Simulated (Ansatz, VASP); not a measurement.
# Two plane-wave programs on Hg

The input INCAR:

```
PREC = Accurate ; ENCUT = 520
EDIFF = 1E-7 ; ISMEAR = 0
SIGMA = 0.1 ; LREAL = F
LASPH = T ; NELM = 60
ALGO = Fast ; ISIF = 2
LWAVE = F ; LCHARG = F
GGA = PS ; NBANDS = 19
```

File KPOINTS:

```
Automatic mesh
0
Gamma
  12 12 12
```

POSCAR

```
Hg
1.0
    3.7807521512      0.0000000000      0.0000000000
    0.0000000000      3.7807521512      0.0000000000
    0.0000000000      0.0000000000      3.4096143405
Hg
2
Direct
    0.0000000000      0.0000000000      0.0000000000
    0.5000000000      0.5000000000      0.5000000000
```

Input for Ansatz:

```yaml
crystal:
  lattice:
    - [3.7807521512, 0.0, 0.0]
    - [0.0, 3.7807521512, 0.0]
    - [0.0, 0.0, 3.4096143405]
  atoms:
    - { symbol: Hg, position: [0.0, 0.0, 0.0] }
    - { symbol: Hg, position: [0.5, 0.5, 0.5] }
basis:
  ecutwfc: 420
kpoints:
  mp_grid: { grid: [12, 12, 12] }
hamiltonian:
  xc: pbesol
scf:
  occupations: { method: gaussian, width: 0.1 }
output:
  forces: true
  stress: true
  eigenvalues: true
```

Change from the starting cell: strain along c alone, the other axes held, atoms relaxed: +2.0 %.

Alike in both runs: task single point; functional PBEsol; k mesh 12 × 12 × 12; occupations gaussian, width 0.1 eV; no spin polarisation.

|  | VASP | Ansatz |
| --- | --- | --- |
| version | VASP 6.6.1 | Ansatz 0.2.0 |
| potentials or method | VASP PAW PBE potentials, release 64 (Hg), cutoff 520 eV | scalar-relativistic, plane waves, PAW |
| valence electrons in the cell | 24 | 40 |

|  | VASP | Ansatz | Ansatz less VASP |
| --- | --- | --- | --- |
| gap on the k mesh at the Fermi level (eV) | none | none | - |
| pressure (GPa) | -0.5 | -0.8 | -0.30 |
| traceless stress, the component that is largest in VASP (GPa) | -0.15 | -0.15 | 0.000 |

VASP's potentials were made for PBE, not for PBEsol. A gap of «none» marks a metal or a gap that the smearing closes. VASP's potentials hold 24 valence electrons a cell and Ansatz's 40, so a difference there can come from the potentials and not from the codes.

Neither program's run includes spin-orbit coupling.
